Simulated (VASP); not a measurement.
Write the native input for VASP 6.6.1 that does the following.

- Task: single point
- Functional: r2SCAN
- Potentials or basis: VASP PAW PBE potentials, release 64 (Na_pv, F)
- Cutoff: 520 eV
- k mesh: 10 × 10 × 10
- Occupations: fermi-dirac, width 0.02 eV
- Spin: no spin polarisation
- Dipole correction: no
- Further INCAR settings: ALGO = Normal; EDIFF = 1e-06; NBANDS = 14

The system is NaF (Villiaumite).

```
CELL_PARAMETERS angstrom
0.00000 2.28213 2.28213
2.28213 0.00000 2.28213
2.28213 2.28213 0.00000
ATOMIC_POSITIONS crystal
Na 0.00000 0.00000 0.00000
F 0.50000 0.50000 0.50000
```

One way to write it, as run:

POSCAR

```
NaF
1.0
    0.0000000000      2.2821289500      2.2821289500
    2.2821289500      0.0000000000      2.2821289500
    2.2821289500      2.2821289500      0.0000000000
Na F
1 1
Direct
    0.0000000000      0.0000000000      0.0000000000
    0.5000000000      0.5000000000      0.5000000000
```

INCAR.step1

```
SYSTEM = NaF
PREC = Accurate
ENCUT = 520
ISMEAR = -1
SIGMA = 0.02
LREAL = .False.
LASPH = .True.
NELM = 60
NBANDS = 14
GGA = PE
ALGO = Normal
EDIFF = 1E-4
LWAVE = .True.
LCHARG = .False.
```

INCAR.step2

```
SYSTEM = NaF
PREC = Accurate
ENCUT = 520
EDIFF = 1E-6
ISMEAR = -1
SIGMA = 0.02
LREAL = .False.
LASPH = .True.
NELM = 60
ALGO = Normal
ISIF = 2
LWAVE = .False.
LCHARG = .False.
METAGGA = R2SCAN
LMIXTAU = .True.
NBANDS = 14
ISTART = 1
```

KPOINTS

```
Automatic mesh
0
Gamma
  10 10 10
  0 0 0
```

Potentials or basis: VASP PAW PBE potentials, release 64 (Na_pv, F).

The run is started by

```console
$ cat potpaw_PBE.64/Na_pv/POTCAR potpaw_PBE.64/F/POTCAR > POTCAR
$ cp INCAR.step1 INCAR
$ mpirun -np 1 vasp_std > vasp.out
$ cp INCAR.step2 INCAR
$ mpirun -np 1 vasp_std > vasp.out
```

It gave:

```json
{
 "Pressure": "0.3 GPa",
 "Band gap on the k mesh": "7.44 eV, direct"
}
```

Caveat: the PAW data sets were made with another functional, which shifts forces and pressure a little.

Run time: 30 s on 1 thread of Intel(R) Xeon(R) Platinum 8124M CPU @ 3.00GHz (Skylake/Cascade Lake) (shared host), peak memory 0.14 GiB.
